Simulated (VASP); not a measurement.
A run of VASP 6.6.1:

INCAR

```
PREC = Accurate
ENCUT = 520
EDIFF = 1E-6
ISMEAR = 0
SIGMA = 0.05
LREAL = Auto
LASPH = T
NELM = 150
ALGO = Normal
ISIF = 2
LWAVE = F
LCHARG = T
ISPIN = 2
MAGMOM = 0 0 0 0 4 0 0 0 0 0 0 0 0 0 0 0 0 0 0 0
LORBIT = 11
LMAXMIX = 4
LDAU = T
LDAUTYPE = 2
LDAUL = -1 2 -1 -1
LDAUU = 0 4 0 0
LDAUJ = 0 0 0 0
LDAUPRINT = 1
GGA = PS
LELF = T
LVHAR = T
NBANDS = 98
```

Contents of KPOINTS:

```
regular mesh
0
Gamma
  3 3 2
```

The input POSCAR:

```
Sr4Ti3FeO12
1.0
    3.9033639000      3.9033639000      0.0000000000
   -3.9033639000      3.9033639000      0.0000000000
    0.0000000000      0.0000000000      7.8067278000
Sr Fe Ti O
4 1 3 12
Direct
    0.5000000000      0.0000000000      0.2481632609
    0.5000000000      0.0000000000      0.7518367391
    0.0000000000      0.5000000000      0.2481632609
    0.0000000000      0.5000000000      0.7518367391
    0.0000000000      1.0000000000      1.0000000000
    0.0000000000      1.0000000000      0.5000000000
    0.5000000000      0.5000000000      1.0000000000
    0.5000000000      0.5000000000      0.5000000000
    0.0000000000      1.0000000000      0.2505346730
    0.0000000000      1.0000000000      0.7494653270
    0.5000000000      0.5000000000      0.2498405822
    0.5000000000      0.5000000000      0.7501594178
    0.2502656258      0.7497343742      1.0000000000
    0.2502331082      0.7497668918      0.5000000000
    0.7497343742      0.2502656258      1.0000000000
    0.7497668918      0.2502331082      0.5000000000
    0.2502656258      0.2502656258      1.0000000000
    0.2502331082      0.2502331082      0.5000000000
    0.7497343742      0.7497343742      1.0000000000
    0.7497668918      0.7497668918      0.5000000000
```

Potentials or basis: VASP PAW PBE potentials, release 64 (Sr_sv, Fe, Ti_sv, O).

The run is started by

```sh
$ cat potpaw_PBE.64/Sr_sv/POTCAR potpaw_PBE.64/Fe/POTCAR potpaw_PBE.64/Ti_sv/POTCAR potpaw_PBE.64/O/POTCAR > POTCAR
$ mpirun -np 1 vasp_std > vasp.out
```

Hardware: 1 thread of Intel(R) Xeon(R) Platinum 8375C CPU @ 2.90GHz (Ice Lake), on a shared host.

How long does it take, and how much memory?

It took 13 min on 1 thread of Intel(R) Xeon(R) Platinum 8375C CPU @ 2.90GHz (Ice Lake), on a shared host, peak memory 0.5 GiB. Counts: scf iterations 21, k points 6.
